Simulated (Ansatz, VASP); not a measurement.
Bi: VASP beside Ansatz

```
CELL_PARAMETERS angstrom
4.28400 0.00000 0.00000
-2.14200 3.71005 0.00000
0.00000 0.00000 28.00000
ATOMIC_POSITIONS crystal
Bi 0.33333 0.66667 0.51313
Bi 0.66667 0.33333 0.48688
```

Alike in both runs: task single point; functional LDA; k mesh 9 × 9 × 1; occupations gaussian, width 0.02 eV; no spin polarisation.

|  | VASP | Ansatz |
| --- | --- | --- |
| version | VASP 6.6.1 | Ansatz 0.2.0 |
| potentials or method | VASP PAW LDA potentials, release 64 (Bi_d), cutoff 520 eV | scalar-relativistic, plane waves, PAW |
| valence electrons in the cell | 30 | 30 |

|  | VASP | Ansatz | Ansatz less VASP |
| --- | --- | --- | --- |
| gap on the k mesh at the Fermi level (eV) | none | none | - |
| rms of the force components (eV/Å) | 2.467 | 2.457 | -0.0104 |

LDA's correlation is that of Perdew and Zunger in VASP and of Perdew and Wang (1992) in Ansatz. Atom by atom the forces differ by 0.010 eV/Å (rms over components). A gap of «none» marks a metal or a gap that the smearing closes.

Spin-orbit coupling is off throughout.
